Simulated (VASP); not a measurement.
A run of VASP 6.6.1 is set up as follows.

INCAR

```
SYSTEM = HfN
PREC = Accurate
ENCUT = 600
EDIFF = 1E-7
ISMEAR = -1
SIGMA = 0.1
LREAL = .False.
LASPH = .True.
NELM = 120
ALGO = Normal
ISIF = 3
LWAVE = .False.
LCHARG = .False.
GGA = PS
IBRION = 2
NSW = 60
EDIFFG = -0.01
GGA_COMPAT = .False.
NELMIN = 4
```

Contents of KPOINTS:

```
regular mesh
0
Gamma
  11 11 11
  0 0 0
```

Contents of POSCAR:

```
HfN
1.0
    0.0000000000      2.4548220000      2.4548220000
    2.4548220000      0.0000000000      2.4548220000
    2.4548220000      2.4548220000      0.0000000000
Hf N
1 1
Direct
    0.0000000000      0.0000000000      0.0000000000
    0.2500000000      0.2500000000      0.2500000000
```

Potentials or basis: VASP PAW PBE potentials, release 64 (Hf_pv, N).

Command:

```console
$ cat potpaw_PBE.64/Hf_pv/POTCAR potpaw_PBE.64/N/POTCAR > POTCAR
$ mpirun -np 1 vasp_std > vasp.out
```

Question: What does it give for the relaxed volume?

Answer: 14.36 Å³/atom.

Question: What does it give for the band gap on the k mesh?

Answer: Zero (an odd number of electrons rules out a gap without spin polarisation).

Question: What does it give for the space group after relaxing (to 0.1 Å)?

Answer: F-43m (No. 216).

Step by step:
```csv
step,energy change (eV),largest force (eV/Å),pressure (GPa),volume (Å³)
1,0.0000,0.0000,-5.95,29.59
2,0.0320,0.0000,11.62,27.30
3,-0.0169,0.0000,-0.09,28.72
```

Caveat: the PAW data sets were made with another functional, which shifts forces and pressure a little; spin-orbit coupling is left out, which moves the levels of the heavy elements.
